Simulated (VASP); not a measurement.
Here is a VASP 6.6.1 calculation.

Contents of INCAR:

```
SYSTEM = As
ALGO = Normal
EDIFF = 1E-6
ENCUT = 520
GGA = PE
ISIF = 2
ISMEAR = 0
LASPH = .TRUE.
LCHARG = .TRUE.
LELF = .TRUE.
LREAL = .FALSE.
LVHAR = .TRUE.
LWAVE = .FALSE.
NBANDS = 12
NELM = 60
PREC = Accurate
SIGMA = 0.1
```

File KPOINTS:

```
k-points
0
G
  8 8 8
  0 0 0
```

The input POSCAR:

```
As
1.0
   -2.6493126013      2.6493126013      1.4452489289
    2.6493126013     -2.6493126013      1.4452489289
    2.6493126013      2.6493126013     -1.4452489289
As
2
Direct
    0.0000000000      0.0000000000      0.0000000000
    0.7500000000      0.2500000000      0.5000000000
```

Potentials or basis: VASP PAW PBE potentials, release 64 (As).

Command:

```bash
$ cat potpaw_PBE.64/As/POTCAR > POTCAR
$ mpirun -np 1 vasp_std > vasp.out
```

(1) Estimate the band gap on the k mesh.

(2) Predict the pressure.

Answers

(1) zero (band 5 reaches 9.27 eV, above the bottom of band 6 at 3.54 eV).

(2) 0.5 GPa.
